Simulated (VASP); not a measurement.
Runs of VASP 6.6.1 on FeSb. The structure is hexagonal, space group P6_3/mmc (No. 194). Conventional cell: a = 4.060 Å, b = 4.060 Å, c = 5.130 Å, α = 90.00°, β = 90.00°, γ = 120.00°. Within 3.4 Å of Fe (site symmetry -3m) lie 2 Fe at 2.56 Å and 6 Sb at 2.67 Å. Sb (site symmetry -6m2) has 6 Fe at 2.67 Å and 6 Sb at 3.47 Å within 3.5 Å. 

```csv
fixed moment (μB),k mesh for the DOS,occupations for the DOS,pressure (GPa),moment (μB)
3.12,-,-,(b),3.12
-,12 × 12 × 9,tetrahedron,-,2.60
2.41,-,-,-13.5,2.41
3.4,-,-,-10.9,3.40
3.83,-,-,(a),3.83
```

Alike in all rows: task single point; level LDA; potentials or basis VASP PAW LDA potentials, release 64 (Fe, Sb); spin collinear, ferromagnetic start; cell as given; k mesh 8 × 8 × 6; cutoff (eV) 520; smearing fermi-dirac 0.1 eV.

Problem. Fill in the values left out.

Solution. (a) -9.3; (b) -11.8.

Caveats: the run started ferromagnetic, and an antiferromagnetic order may lie lower in energy; the cell stands under tension (at least some runs); the total moment is fixed, so each spin has its own Fermi level and the state may be an excited one (at least some runs).
